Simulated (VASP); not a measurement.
A run of VASP 6.6.1 is set up as follows.

File POSCAR:

```
Cl
1.0
    3.1450000000     -2.2500000000      0.0000000000
    3.1450000000      2.2500000000      0.0000000000
    0.0000000000      0.0000000000      8.2100000000
Cl
4
Direct
    0.3700000000      0.6300000000      0.4000000000
    0.1300000000      0.8700000000      0.9000000000
    0.6300000000      0.3700000000      0.6000000000
    0.8700000000      0.1300000000      0.1000000000
```

File INCAR.step1:

```
PREC = Accurate
ENCUT = 500
EDIFF = 1E-8
ISMEAR = 0
SIGMA = 0.01
LREAL = F
LASPH = T
NELM = 100
ALGO = Normal
LWAVE = T
LCHARG = F
GGA = PE
```

Contents of INCAR.step2:

```
PREC = Accurate
ENCUT = 500
EDIFF = 1E-8
ISMEAR = 0
SIGMA = 0.01
LREAL = F
LASPH = T
NELM = 1
ALGO = Exact
LWAVE = T
LCHARG = F
GGA = PE
NBANDS = 360
LOPTICS = T
ISTART = 1
```

The input INCAR.step3:

```
PREC = Accurate
ENCUT = 500
EDIFF = 1E-8
ISMEAR = 0
SIGMA = 0.01
LREAL = F
LASPH = T
ALGO = EVGW0
LWAVE = F
LCHARG = F
GGA = PE
NELMGW = 1
NBANDS = 360
ENCUTGW = 120.0
NOMEGA = 96
PRECFOCK = Fast
ISTART = 1
NBANDSGW = 22
OMEGAMAX = 20
```

File KPOINTS:

```
Automatic mesh
0
Gamma
  4 4 2
```

Potentials or basis: VASP PAW PBE potentials, release 64 (Cl_GW).

Launch:

```bash
$ cat potpaw_PBE.64/Cl_GW/POTCAR > POTCAR
$ cp INCAR.step1 INCAR
$ mpirun -np 1 vasp_std > vasp.out
$ cp INCAR.step2 INCAR
$ mpirun -np 1 vasp_std > vasp.out
$ cp INCAR.step3 INCAR
$ mpirun -np 1 vasp_std > vasp.out
```

(1) Predict the quasiparticle gap.

(2) Estimate the least direct quasiparticle gap.

(3) Estimate the least direct gap of the starting levels on the mesh.

(4) Estimate the band gap of the starting levels on the mesh.

## Answers

(1) 5.38 eV.

(2) 5.50 eV.

(3) 2.55 eV.

(4) 2.49 eV.

Caveat: the k points lie up to 0.43 Å⁻¹ apart; bands, screening cutoff and mesh are small and nothing is extrapolated, so the quasiparticle values aren't converged.
